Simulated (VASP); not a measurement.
# SiC (Cm) in VASP: single point with PBE

Aim: the single point of SiC with PBE.

Program: VASP 6.6.1. These are calculated values, not measurements. Logs are shortened: lines on timing, memory, paths and dates and some standing lists are left out, and cuts for length are marked.

## Step 1: The cell of the first run

The structure is monoclinic, space group Cm (No. 8). Conventional cell: a = 5.355 Å, b = 3.092 Å, c = 5.074 Å, α = 90.00°, β = 90.00°, γ = 90.00°. Within 2.3 Å of Si (site symmetry m) lie 4 C at 1.77 to 1.95 Å. Within 2.4 Å of Si (site symmetry m) lie 4 C at 1.83 to 1.99 Å. Within 2.4 Å of C (site symmetry m) lie 4 Si at 1.83 to 1.99 Å. Within 2.3 Å of C (site symmetry m) lie 4 Si at 1.77 to 1.95 Å.

## Step 2: Single point, PBE

INCAR reads:

```
PREC = Accurate
ENCUT = 520
EDIFF = 1E-6
ISMEAR = 0
SIGMA = 0.05
LREAL = False
LASPH = True
NELM = 80
ALGO = Normal
ISIF = 2
LWAVE = False
LCHARG = False
GGA = PE
NBANDS = 16
```

KPOINTS reads:

```
Automatic mesh
0
Gamma
  12 12 6
```

POSCAR reads:

```
SiC
1.0
    3.0919867344      0.0000000000      0.0000000000
   -1.5459933672      2.6777390602      0.0000000000
    0.0000000000      0.0000000000      5.0737646004
Si C
2 2
Direct
    0.2893114009      0.6446557005     -0.0036328165
    0.6226447343      0.3113223671      0.4963671835
    0.3333333333      0.6666666667      0.3804363282
    0.6666666667      0.3333333333      0.8804363282
```

Potentials or basis: VASP PAW PBE potentials, release 64 (Si, C).

Launch:

```bash
$ cat potpaw_PBE.64/Si/POTCAR potpaw_PBE.64/C/POTCAR > POTCAR
$ mpirun -np 1 vasp_std > vasp.out
```

OUTCAR:

```text
PREC = Accurate
   ENCUT = 520
   EDIFF = 1E-6
   ISMEAR = 0
   LREAL = False
   LASPH = True
   NELM = 80
   ISIF = 2
   GGA = PE

 ion  position               nearest neighbor table
   1  0.289  0.645  0.996-   4 1.77   4 1.94   4 1.94   3 1.95   2 3.10   2 3.10   2 3.10   2 3.10
                             2 3.10   2 3.10
   2  0.623  0.311  0.496-   3 1.83   3 1.83   4 1.95   3 1.99   1 3.10   1 3.10   1 3.10   1 3.10
                             1 3.10   1 3.10
   3  0.333  0.667  0.380-   2 1.83   2 1.83   1 1.95   2 1.99
   4  0.667  0.333  0.880-   1 1.77   1 1.94   1 1.94   2 1.95

  LATTYP: Found a hexagonal cell.
 ALAT       =     3.0919867344
 C/A-ratio  =     1.6409399639

  Lattice vectors:

 A1 = (   3.0919867344,   0.0000000000,   0.0000000000)
 A2 = (  -1.5459933672,   2.6777390602,   0.0000000000)
 A3 = (   0.0000000000,   0.0000000000,   5.0737646004)

Analysis of symmetry for initial positions (statically):
=====================================================================
 Subroutine PRICEL returns:
 Original cell was already a primitive cell.

 Routine SETGRP: Setting up the symmetry group for a
 hexagonal supercell.

 Subroutine GETGRP returns: Found  2 space group operations
 (whereof  2 operations were pure point group operations)
 out of a pool of 24 trial point group operations.

The static configuration has the point symmetry C_1h.

Analysis of symmetry for dynamics (positions and initial velocities):
=====================================================================
 Subroutine PRICEL returns:
 Original cell was already a primitive cell.

 Routine SETGRP: Setting up the symmetry group for a
 hexagonal supercell.

 Subroutine GETGRP returns: Found  2 space group operations
 (whereof  2 operations were pure point group operations)
 out of a pool of 24 trial point group operations.

The dynamic configuration has the point symmetry C_1h.

 Subroutine INISYM returns: Found  2 space group operations
 (whereof  2 operations are pure point group operations),
 and found     1 'primitive' translations

----------------------------------------------------------------------------------------

                                     Primitive cell

[... 80 lines left out ...]
   dimension x,y,z NGXF=    48 NGYF=   48 NGZF=   80
   ions per type =               2   2
   NGX,Y,Z   is equivalent  to a cutoff of  12.90, 12.90, 13.11 a.u.
   NGXF,Y,Z  is equivalent  to a cutoff of  25.81, 25.81, 26.21 a.u.
 SYSTEM =  unknown system
   PREC   = accura    normal or accurate (medium, high low for compatibility)
   ISTART =      0    job   : 0-new  1-cont  2-samecut
   ICHARG =      2    charge: 1-file 2-atom 10-const
   ISPIN  =      1    spin polarized calculation?
   LNONCOLLINEAR =      F non collinear calculations
   LSORBIT =      F    spin-orbit coupling
   LASPH  =      T    aspherical Exc in radial PAW
   ENCUT  =  520.0 eV  38.22 Ry    6.18 a.u.   5.75  5.75  9.43*2*pi/ulx,y,z
   NELM   =     80;   NELMIN=  2; NELMDL= -5     # of ELM steps
   EDIFF  = 0.1E-05   stopping-criterion for ELM
   LREAL  =      F    real-space projection
[... 7 lines left out ...]
   TEBEG  =    0.0;   TEEND  =   0.0 temperature during run
   PSTRESS=    0.0 pullay stress
   NELECT =      16.0000    total number of electrons
   NUPDOWN=      -1.0000    fix difference up-down
   EMIN   =  10.00;   EMAX   =-10.00  energy-range for DOS
   EFERMI =   0.00;   METHOD = LEGACY
   ISMEAR =     0;   SIGMA  =   0.05  broadening in eV -4-tet -1-fermi 0-gaus
   EFERMI_NEDOS =   21; number of points for ismear=-14 and -15
   IALGO  =     38    algorithm
   IMIX   =      4    mixing-type and parameters
     AMIX     =   0.40;   BMIX     =  1.00
     AMIX_MAG =   1.60;   BMIX_MAG =  1.00
  volume/ion in A,a.u.               =      10.50        70.87
  Fermi-wavevector in a.u.,A,eV,Ry     =   1.186687  2.242513 19.160071  1.408225
  Thomas-Fermi vector in A             =   2.322854
   LORBIT       =      0    0 simple, 1 ext, 2 COOP (PROOUT), +10 PAW based schemes
   GGA     = PE    functional components
   LHFCALC =     F    Hartree Fock is set to
   AEXX    =    0.0000 exact exchange contribution
   IVDW    =     0    specifies the selected vdW correction
   LEPSILON=     F    determine dielectric tensor
   LRPA    =     F    only Hartree local field effects (RPA)
 non-spin polarized calculation
 Gauss-broadening in eV      SIGMA  =   0.05
  energy-cutoff  :      520.00
  volume of cell :       42.01
 maximum number of plane-waves:      1170
   NGX = 11   NGY = 11   NGZ = 19

 number of electron      16.0000001 magnetization

 Free energy of the ion-electron system (eV)
  ---------------------------------------------------
  ext. energy  EPLUGINS =         0.00000000
  ---------------------------------------------------
  free energy    TOTEN  =       -29.79833914 eV

  energy without entropy =      -29.79833914  energy(sigma->0) =      -29.79833914

 E-fermi :   8.6511     XC(G=0): -11.2820

 val. band max:        8.4327775556   @ k =   0.0000   0.0000   0.0000
 cond. band min:      10.5273480890   @ k =   0.3333   0.3333   0.0000
 fundamental gap:      2.0945705334
 Fermi energy:         8.6511041880

 k-point     1 :       0.0000    0.0000    0.0000
  band No.  band energies     occupation
      1      -7.3770      2.00000
      2      -3.9400      2.00000
      3      -0.3832      2.00000
      4       6.5310      2.00000
      5       6.5587      2.00000
      6       7.8714      2.00000
[... 433 lines left out ...]
      3       0.5426      2.00000
      4       2.1317      2.00000
      5       2.9372      2.00000
      6       4.5297      2.00000
[... 8 lines left out ...]
     15      18.7389      0.00000
     16      19.5767      0.00000

 [... further k-points ...]
[... 5 lines left out ...]
  --------------------------------------------------------------------------------------
  -------------------------------------------------------------------------------------
  Total        1.1740148      0.8837604     -0.5119758      0.2513677      0.6416754      1.1114145
  in kB       44.7762741     33.7061313    -19.5264727      9.5870249     24.4731466     42.3887326
  external PRESSURE =      19.6519776 kB  Pullay stress =       0.0000000 kB

 VOLUME and BASIS-vectors are now :
 -----------------------------------------------------------------------------
  energy-cutoff  :      520.00
  volume of cell :       42.01
      direct lattice vectors                 reciprocal lattice vectors
     3.091986734  0.000000000  0.000000000     0.323416653  0.186724692  0.000000000
    -1.545993367  2.677739060  0.000000000     0.000000000  0.373449383  0.000000000
     0.000000000  0.000000000  5.073764600     0.000000000  0.000000000  0.197092313

 POSITION                                       TOTAL-FORCE (eV/Angst)
 -----------------------------------------------------------------------------------
     -0.10209      1.72622      5.05533         2.439362      1.408367      0.945402
      1.44391      0.83364      2.51845         1.750480      1.010640      0.885012
     -0.00000      1.78516      1.93024        -1.737619     -1.003215     -0.882283
      1.54599      0.89258      4.46713        -2.452224     -1.415792     -0.948130
 -----------------------------------------------------------------------------------
    total drift:                                0.000118      0.000068      0.000153

  FREE ENERGIE OF THE ION-ELECTRON SYSTEM (eV)
  ---------------------------------------------------
  free  energy   TOTEN  =       -29.7983391354 eV

  energy  without entropy=      -29.7983391354  energy(sigma->0) =      -29.79833914
```

stdout:

```text
POSCAR found type information on POSCAR SiC
 POSCAR found :  2 types and       4 ions
 scaLAPACK will be used
 LDA part: xc-table for (Slater+PW92), standard interpolation
 POSCAR, INCAR and KPOINTS ok, starting setup
 FFT: planning ... GRIDC
 FFT: planning ... GRID_SOFT
 FFT: planning ... GRID
 WAVECAR not read
 entering main loop
```

It took 6.1 min on 1 thread of AMD EPYC 7R13, shared host; peak memory 0.23 GiB.

Results:

```
Free energy            : -29.7983 eV
Pressure               : 2.0 GPa
Largest force          : 2.986 eV/Å
Band gap on the k mesh : 2.09 eV, indirect (least direct gap 3.90 eV)
```

Forces on the atoms (eV/Å):
```
Si   2.439  1.408  0.945
Si   1.750  1.011  0.885
C   -1.738 -1.003 -0.882
C   -2.452 -1.416 -0.948
```

Levels at points of the mesh, in eV from the valence-band top:
```
           k point  band 6  band 7  band 8  band 9  band 10  band 11
(0.00, 0.00, 0.00)   -0.56   -0.34    0.00    4.22     5.63     6.14
(0.50, 0.00, 0.00)   -3.76   -3.45   -1.66    2.35     3.96     6.43
(0.00, 0.50, 0.00)   -3.65   -3.46   -1.62    2.28     3.86     6.33
(0.00, 0.00, 0.50)   -1.57   -0.71   -0.66    5.28     5.29     6.40
(0.50, 0.00, 0.50)   -2.61   -2.60   -2.45    2.87     2.94     4.48
(0.00, 0.50, 0.50)   -2.91   -2.40   -2.28    2.86     2.90     4.56
```

Caveat: the cell differs from its parent crystal (all Si atoms moved +0.125 Å, as atom 1 towards its neighbour atom 4 (C) at 1.893 Å); forces of over 1 eV/Å act on the atoms, so gaps and moduli don't describe the material at rest.
